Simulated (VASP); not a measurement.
A run of VASP 6.6.1 is set up as follows.

Contents of INCAR:

```
  PREC = Accurate
  ENCUT = 600
  EDIFF = 1E-6
  ISMEAR = 0
  SIGMA = 0.01
  LREAL = False
  LASPH = True
  NELM = 80
  ALGO = Normal
  ISIF = 3
  LWAVE = False
  LCHARG = False
  GGA = CA
  IBRION = 2
  NSW = 80
  EDIFFG = -0.001
```

The input KPOINTS:

```
regular mesh
0
Gamma
  8 8 8
```

File POSCAR:

```
CsH
1.0
    0.0000000000      3.0511182310      3.0511182310
    3.0511182310      0.0000000000      3.0511182310
    3.0511182310      3.0511182310      0.0000000000
Cs H
1 1
Direct
    0.0000000000      0.0000000000      0.0000000000
    0.5000000000      0.5000000000      0.5000000000
```

Potentials or basis: VASP PAW LDA potentials, release 64 (Cs_sv, H).

Run with:

```bash
$ cat potpaw_LDA.64/Cs_sv/POTCAR potpaw_LDA.64/H/POTCAR > POTCAR
$ mpirun -np 1 vasp_std > vasp.out
```

(1) What does it give for the space group after relaxing (to 0.05 Å)?

(2) Estimate the relaxed volume.

(3) What does it give for the relaxed cell?

(4) What does it give for the band gap on the k mesh?

Answers

(1) Fm-3m (No. 225).

(2) 28.54 Å³/atom.

(3) a = 4.322 Å, b = 4.322 Å, c = 4.322 Å, α = 60.00°, β = 60.00°, γ = 60.00°.

(4) 1.74 eV, direct.

Caveat: spin-orbit coupling is left out, which moves the levels of the heavy elements.
